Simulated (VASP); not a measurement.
BiTe: single point with LDA

BiTe:

```xyz
2
Lattice="0.0000 3.1913 3.1913 3.1913 0.0000 3.1913 3.1913 3.1913 0.0000" Properties=species:S:1:pos:R:3 pbc="T T T"
Bi    0.0000    0.0000    0.0000
Te    3.1913    3.1913    3.1913
```

| Item | Value |
| --- | --- |
| Program | VASP 6.6.1 |
| Task | single point |
| Functional | LDA |
| Potentials or basis | VASP PAW LDA potentials, release 64 (Bi_d, Te) |
| Cutoff | 520 eV |
| k mesh | 10 × 10 × 10 |
| Occupations | fermi-dirac, width 0.08 eV |
| Spin | no spin polarisation |

```json
{"Pressure": "-0.7 GPa", "Band gap on the k mesh": "zero (an odd number of electrons rules out a gap without spin polarisation)"}
```

Levels at points of the mesh, in eV from the Fermi level:
```csv
k point,band 6,band 7,band 8,band 9,band 10,band 11,band 12,band 13,band 14,band 15
"(0.00, 0.00, 0.00)",-13.81,-8.01,-2.62,-2.62,-2.62,2.22,2.22,2.22,4.63,4.63
"(0.50, 0.00, 0.00)",-11.75,-11.40,-1.96,-1.96,-1.56,-0.87,-0.69,-0.69,7.37,7.86
"(0.50, 0.50, 0.00)",-11.92,-9.97,-5.92,-4.18,-4.18,2.10,3.76,3.76,5.22,8.82
```

Run time: 68 s on 1 thread of Intel Xeon 8259CL, on a shared host, peak memory 0.2 GiB.

Caveat: spin-orbit coupling is left out, which moves the levels of the heavy elements.
